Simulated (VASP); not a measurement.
# HoAuF4 (I222) in VASP: single point with PBE

Aim: the single point of HoAuF4 with PBE.

All numbers are computed with VASP 6.6.1; they aren't measurements. Logs are shortened: lines on timing, memory, paths and dates and some standing lists are left out, and cuts for length are marked.

**1. The cell of the first run**

It takes space group I222 (No. 23, orthorhombic). Conventional cell: a = 5.531 Å, b = 5.657 Å, c = 6.354 Å, α = 90.00°, β = 90.00°, γ = 90.00°. Within 2.8 Å of Ho (site symmetry 222) lie 4 F at 2.10 Å. Within 3.2 Å of Au (site symmetry 222) lie 8 F at 2.44 to 2.73 Å and 2 Ho at 3.18 Å. Within 2.8 Å of F (site symmetry 1) lie 1 Ho at 2.10 Å and 2 Au at 2.44 to 2.73 Å.

The cell was generated, and may not be a known phase.

**2. Single point, PBE**

Input file INCAR:

```
SYSTEM = HoAuF4
PREC     = Accurate       ! precision mode
ENCUT    = 600            ! plane-wave cutoff, eV
EDIFF    = 1E-6           ! SCF threshold, eV
ISMEAR   = 0              ! smearing method
SIGMA    = 0.15           ! smearing width, eV
LREAL    = .FALSE.        ! projectors in reciprocal space
LASPH    = .TRUE.         ! aspherical terms in the spheres
NELM     = 200            ! most SCF steps
ALGO     = Normal         ! electronic algorithm
ISIF     = 2              ! what is computed and relaxed
LWAVE    = .FALSE.        ! write WAVECAR
LCHARG   = .FALSE.        ! write CHGCAR
GGA      = PE             ! functional
NBANDS   = 33             ! bands
GGA_COMPAT= .FALSE.      
LMAXMIX  = 6              ! l up to which the mixer works
```

Input file KPOINTS:

```
regular mesh
0
G
  3 3 3
  0 0 0
```

Input file POSCAR:

```
HoAuF4
1.0
   -2.7655644147      3.1768942279      2.8284624225
    2.7655644147     -3.1768942279      2.8284624225
    2.7655644147      3.1768942279     -2.8284624225
Ho Au F
1 1 4
Direct
    0.5000000000      0.5000000000      0.0000000000
    0.0000000000      0.5000000000      0.5000000000
    0.5446779475      0.9504196600      0.0565235765
    0.8938960835      0.4881543710      0.9434764235
    0.4553220525      0.5118456290      0.4057417125
    0.1061039165      0.0495803400      0.5942582875
```

Potentials or basis: VASP PAW PBE potentials, release 64 (Ho_3, Au, F), 4f in core.

Run with:

```
$ cat potpaw_PBE.64/Ho_3/POTCAR potpaw_PBE.64/Au/POTCAR potpaw_PBE.64/F/POTCAR > POTCAR
$ mpirun -np 1 vasp_std > vasp.out
```

OUTCAR:

```text
SYSTEM = HoAuF4
   PREC = Accurate
   ENCUT = 600
   EDIFF = 1E-6
   ISMEAR = 0
   LREAL = .FALSE.
   LASPH = .TRUE.
   NELM = 200
   ISIF = 2
   GGA = PE

 ion  position               nearest neighbor table
   1  0.500  0.500  0.000-   3 2.10   4 2.10   5 2.10   6 2.10   2 3.18   2 3.18
   2  0.000  0.500  0.500-   6 2.44   4 2.44   3 2.44   5 2.44   5 2.73   4 2.73   3 2.73   6 2.73
                             1 3.18   1 3.18
   3  0.545  0.950  0.057-   1 2.10   2 2.44   2 2.73
   4  0.894  0.488  0.943-   1 2.10   2 2.44   2 2.73
   5  0.455  0.512  0.406-   1 2.10   2 2.44   2 2.73
   6  0.106  0.050  0.594-   1 2.10   2 2.44   2 2.73

  LATTYP: Found a body centered orthorhombic cell.
 ALAT       =     5.5311288294
 B/A-ratio  =     1.0227432807
 C/A-ratio  =     1.1487326822

  Lattice vectors:

 A1 = (  -2.7655644147,  -3.1768942279,   2.8284624225)
 A2 = (   2.7655644147,  -3.1768942279,  -2.8284624225)
 A3 = (   2.7655644147,   3.1768942279,   2.8284624225)

Analysis of symmetry for initial positions (statically):
=====================================================================
 Subroutine PRICEL returns:
 Original cell was already a primitive cell.

 Routine SETGRP: Setting up the symmetry group for a
 body centered orthorhombic supercell.

 Subroutine GETGRP returns: Found  4 space group operations
 (whereof  4 operations were pure point group operations)
 out of a pool of  8 trial point group operations.

The static configuration has the point symmetry D_2 .

Analysis of symmetry for dynamics (positions and initial velocities):
=====================================================================
 Subroutine PRICEL returns:
 Original cell was already a primitive cell.

 Routine SETGRP: Setting up the symmetry group for a
 body centered orthorhombic supercell.

 Subroutine GETGRP returns: Found  4 space group operations
 (whereof  4 operations were pure point group operations)
 out of a pool of  8 trial point group operations.

The dynamic configuration has the point symmetry D_2 .

 Subroutine INISYM returns: Found  4 space group operations
 (whereof  4 operations are pure point group operations),
 and found     1 'primitive' translations

----------------------------------------------------------------------------------------

                                     Primitive cell

  volume of cell :      99.4024

  direct lattice vectors                    reciprocal lattice vectors
    -2.765564415  3.176894228  2.828462422     0.000000000  0.157386417  0.176774489
     2.765564415 -3.176894228  2.828462422     0.180794921  0.000000000  0.176774489
     2.765564415  3.176894228 -2.828462422     0.180794921  0.157386417  0.000000000

  length of vectors
     5.073578928  5.073578928  5.073578928     0.236684821  0.252855737  0.239702498

  position of ions in fractional coordinates (direct lattice)
     0.500000000  0.500000000  0.000000000
     0.000000000  0.500000000  0.500000000
     0.544677947  0.950419660  0.056523576
     0.893896084  0.488154371  0.943476424
     0.455322053  0.511845629  0.405741713
     0.106103916  0.049580340  0.594258287

  ion indices of the primitive-cell ions
   primitive index   ion index
                 1           1
                 2           2
                 3           3
                 4           4
                 5           5
                 6           6

----------------------------------------------------------------------------------------

 KPOINTS: regular mesh

Automatic generation of k-mesh.
 Grid dimensions read from file:
 generate k-points for:    3    3    3

 Generating k-lattice:

  Cartesian coordinates                     Fractional coordinates (reciprocal lattice)
     0.000000000  0.052462139  0.058924830     0.333333333 -0.000000000  0.000000000
     0.060264974  0.000000000  0.058924830    -0.000000000  0.333333333  0.000000000
     0.060264974  0.052462139  0.000000000     0.000000000  0.000000000  0.333333333

  Length of vectors
     0.078894940  0.084285246  0.079900833

  Shift w.r.t. Gamma in fractional coordinates (k-lattice)
     0.000000000  0.000000000  0.000000000

 Subroutine IBZKPT returns following result:
 ===========================================

 Found      8 irreducible k-points:

 Following reciprocal coordinates:
            Coordinates               Weight
  0.000000  0.000000  0.000000      1.000000
  0.333333  0.000000  0.000000      4.000000
 -0.000000  0.333333  0.000000      4.000000
  0.333333  0.333333  0.000000      8.000000
 -0.333333  0.333333  0.000000      4.000000
 -0.333333  0.333333  0.333333      2.000000
  0.333333 -0.333333  0.333333      2.000000
 -0.333333 -0.333333  0.333333      2.000000
   k-points           NKPTS =      8   k-points in BZ     NKDIM =      8   number of bands    NBANDS=     33
   number of dos      NEDOS =    301   number of ions     NIONS =      6
   total plane-waves  NPLWV =  74088
   dimension x,y,z NGX =    42 NGY =   42 NGZ =   42
   dimension x,y,z NGXF=    84 NGYF=   84 NGZF=   84
   ions per type =               1   1   4
   NGX,Y,Z   is equivalent  to a cutoff of  13.76, 13.76, 13.76 a.u.
   NGXF,Y,Z  is equivalent  to a cutoff of  27.52, 27.52, 27.52 a.u.
 SYSTEM =  HoAuF4
   PREC   = accura    normal or accurate (medium, high low for compatibility)
   ISTART =      0    job   : 0-new  1-cont  2-samecut
   ICHARG =      2    charge: 1-file 2-atom 10-const
   ISPIN  =      1    spin polarized calculation?
   LNONCOLLINEAR =      F non collinear calculations
   LSORBIT =      F    spin-orbit coupling
   LASPH  =      T    aspherical Exc in radial PAW
   ENCUT  =  600.0 eV  44.10 Ry    6.64 a.u.  10.13 10.13 10.13*2*pi/ulx,y,z
   NELM   =    200;   NELMIN=  2; NELMDL= -5     # of ELM steps
   EDIFF  = 0.1E-05   stopping-criterion for ELM
   LREAL  =      F    real-space projection
   EDIFFG = 0.1E-04   stopping-criterion for IOM
   NSW    =      0    number of steps for IOM
   IBRION =     -1    ionic relax: 0-MD 1-quasi-New 2-CG
   NFREE  =      0    steps in history (QN), initial steepest desc. (CG)
   ISIF   =      2    stress and relaxation
   ISYM   =      2    0-nonsym 1-usesym 2-fastsym
   POTIM  = 0.5000    time-step for ionic-motion
   TEBEG  =    0.0;   TEEND  =   0.0 temperature during run
   PSTRESS=    0.0 pullay stress
   NELECT =      48.0000    total number of electrons
   NUPDOWN=      -1.0000    fix difference up-down
   EMIN   =  10.00;   EMAX   =-10.00  energy-range for DOS
   EFERMI =   0.00;   METHOD = LEGACY
   ISMEAR =     0;   SIGMA  =   0.15  broadening in eV -4-tet -1-fermi 0-gaus
   EFERMI_NEDOS =   21; number of points for ismear=-14 and -15
   IALGO  =     38    algorithm
   IMIX   =      4    mixing-type and parameters
     AMIX     =   0.40;   BMIX     =  1.00
     AMIX_MAG =   1.60;   BMIX_MAG =  1.00
  volume/ion in A,a.u.               =      16.57       111.80
  Fermi-wavevector in a.u.,A,eV,Ry     =   1.284368  2.427104 22.444199  1.649602
  Thomas-Fermi vector in A             =   2.416566
   LORBIT       =      0    0 simple, 1 ext, 2 COOP (PROOUT), +10 PAW based schemes
   GGA     = PE    functional components
   LHFCALC =     F    Hartree Fock is set to
   AEXX    =    0.0000 exact exchange contribution
   IVDW    =     0    specifies the selected vdW correction
   LEPSILON=     F    determine dielectric tensor
   LRPA    =     F    only Hartree local field effects (RPA)
 non-spin polarized calculation
 Gauss-broadening in eV      SIGMA  =   0.15
  energy-cutoff  :      600.00
  volume of cell :       99.40
 maximum number of plane-waves:      3337
 NGX is ok and might be reduce to    42
   NGX = 21   NGY = 21   NGZ = 21

 number of electron      48.0000016 magnetization

 Free energy of the ion-electron system (eV)
  ---------------------------------------------------
  ext. energy  EPLUGINS =         0.00000000
  ---------------------------------------------------
  free energy    TOTEN  =       -30.50427833 eV

  energy without entropy =      -30.50405655  energy(sigma->0) =      -30.50416744

 E-fermi :   1.0154     XC(G=0):  -9.2929

 val. band max:        0.6876573194   @ k =   0.3333  -0.3333   0.3333
 cond. band min:       1.2930849257   @ k =   0.0000   0.0000   0.0000
 fundamental gap:      0.6054276063
 Fermi energy:         1.0153670752

 k-point     1 :       0.0000    0.0000    0.0000
  band No.  band energies     occupation
      1     -23.0551      2.00000
      2     -23.0125      2.00000
      3     -22.8732      2.00000
      4     -21.7203      2.00000
      5     -20.4404      2.00000
      6     -20.2471      2.00000
[... 25 lines left out ...]
     32      10.2414      0.00000
     33      11.2135      0.00000

 k-point     2 :       0.3333    0.0000    0.0000
  band No.  band energies     occupation
      1     -23.1445      2.00000
      2     -23.1134      2.00000
      3     -22.9283      2.00000
      4     -21.5703      2.00000
      5     -20.3920      2.00000
      6     -20.1519      2.00000
[... 25 lines left out ...]
     32      10.3985      0.00000
     33      10.9512      0.00000

 k-point     3 :      -0.0000    0.3333    0.0000
  band No.  band energies     occupation
      1     -23.1748      2.00000
      2     -23.0333      2.00000
      3     -22.9772      2.00000
      4     -21.5664      2.00000
      5     -20.3639      2.00000
      6     -20.2315      2.00000
[... 25 lines left out ...]
     32       9.5908      0.00000
     33      10.4603      0.00000

 k-point     4 :       0.3333    0.3333    0.0000
  band No.  band energies     occupation
      1     -23.1720      2.00000
      2     -23.1343      2.00000
      3     -22.9968      2.00000
      4     -21.4963      2.00000
      5     -20.3451      2.00000
      6     -20.1421      2.00000
[... 25 lines left out ...]
     32       8.8008      0.00000
     33      10.0136      0.00000

 k-point     5 :      -0.3333    0.3333    0.0000
  band No.  band energies     occupation
      1     -23.1670      2.00000
      2     -23.0816      2.00000
      3     -22.9394      2.00000
      4     -21.5667      2.00000
      5     -20.3897      2.00000
      6     -20.1643      2.00000
[... 25 lines left out ...]
     32      10.3915      0.00000
     33      11.3290      0.00000

 k-point     6 :      -0.3333    0.3333    0.3333
  band No.  band energies     occupation
      1     -23.1857      2.00000
      2     -23.1532      2.00000
      3     -23.0731      2.00000
      4     -21.4257      2.00000
      5     -20.2920      2.00000
      6     -20.0927      2.00000
[... 25 lines left out ...]
     32       9.6051      0.00000
     33      10.4370      0.00000

 k-point     7 :       0.3333   -0.3333    0.3333
  band No.  band energies     occupation
      1     -23.1747      2.00000
      2     -23.1474      2.00000
      3     -23.0918      2.00000
      4     -21.4310      2.00000
      5     -20.2952      2.00000
      6     -20.0941      2.00000
[... 25 lines left out ...]
     32       9.9356      0.00000
     33      10.0157      0.00000

 k-point     8 :      -0.3333   -0.3333    0.3333
  band No.  band energies     occupation
      1     -23.1799      2.00000
      2     -23.1584      2.00000
      3     -23.0726      2.00000
      4     -21.4279      2.00000
      5     -20.2918      2.00000
      6     -20.1033      2.00000
[... 25 lines left out ...]
     32       9.5600      0.00000
     33      10.4858      0.00000

------------------------ aborting loop because EDIFF is reached ----------------------------------------

  FORCE on cell =-STRESS in cart. coord.  units (eV):
  Direction    XX          YY          ZZ          XY          YZ          ZX
  --------------------------------------------------------------------------------------
  -------------------------------------------------------------------------------------
  Total        0.6833191      0.5358553      0.5771035      0.0000000      0.0000000      0.0000000
  in kB       11.0138008      8.6369648      9.3018073      0.0000000      0.0000000      0.0000000
  external PRESSURE =       9.6508577 kB  Pullay stress =       0.0000000 kB

 VOLUME and BASIS-vectors are now :
 -----------------------------------------------------------------------------
  energy-cutoff  :      600.00
  volume of cell :       99.40
      direct lattice vectors                 reciprocal lattice vectors
    -2.765564415  3.176894228  2.828462422     0.000000000  0.157386417  0.176774489
     2.765564415 -3.176894228  2.828462422     0.180794921  0.000000000  0.176774489
     2.765564415  3.176894228 -2.828462422     0.180794921  0.157386417  0.000000000

 POSITION                                       TOTAL-FORCE (eV/Angst)
 -----------------------------------------------------------------------------------
      0.00000      0.00000      2.82846        -0.000000      0.000000      0.000000
      2.76556      0.00000      0.00000        -0.000000      0.000000      0.000000
      1.27842     -1.10943      4.06895         0.110530     -0.105978      0.120938
      1.48714      4.28632      1.24049        -0.110530      0.105978      0.120938
      1.27842      1.10943      1.58797         0.110530      0.105978     -0.120938
      1.48714      2.06747     -1.24049        -0.110530     -0.105978     -0.120938
 -----------------------------------------------------------------------------------
    total drift:                                0.000001      0.000001      0.000001

  FREE ENERGIE OF THE ION-ELECTRON SYSTEM (eV)
  ---------------------------------------------------
  free  energy   TOTEN  =       -30.5042783299 eV

  energy  without entropy=      -30.5040565450  energy(sigma->0) =      -30.50416744
```

Wall time 36 s (1 thread of Intel Xeon Platinum 8559C (Emerald Rapids), shared host); peak memory 0.26 GiB.

What came out:

- Free energy: -30.5043 eV
- Pressure: 1.0 GPa
- Largest force: 0.195 eV/Å
- Band gap on the k mesh: 0.61 eV (least direct gap 1.36 eV)

Forces on the atoms (eV/Å):
```
Ho   0.000  0.000  0.000
Au   0.000  0.000  0.000
F    0.111 -0.106  0.121
F   -0.111  0.106  0.121
F    0.111  0.106 -0.121
F   -0.111 -0.106 -0.121
```

Levels at points of the mesh, in eV from the valence-band top:
| k point | band 22 | band 23 | band 24 | band 25 | band 26 | band 27 |
| --- | --- | --- | --- | --- | --- | --- |
| (0.00, 0.00, 0.00) | -1.01 | -0.98 | -0.76 | 0.61 | 5.45 | 5.73 |

Caveat: the k points lie up to 0.50 Å⁻¹ apart; spin-orbit coupling is left out, which moves the levels of the heavy elements; the 4f electrons are frozen in the core, so they carry no moment and show no levels.
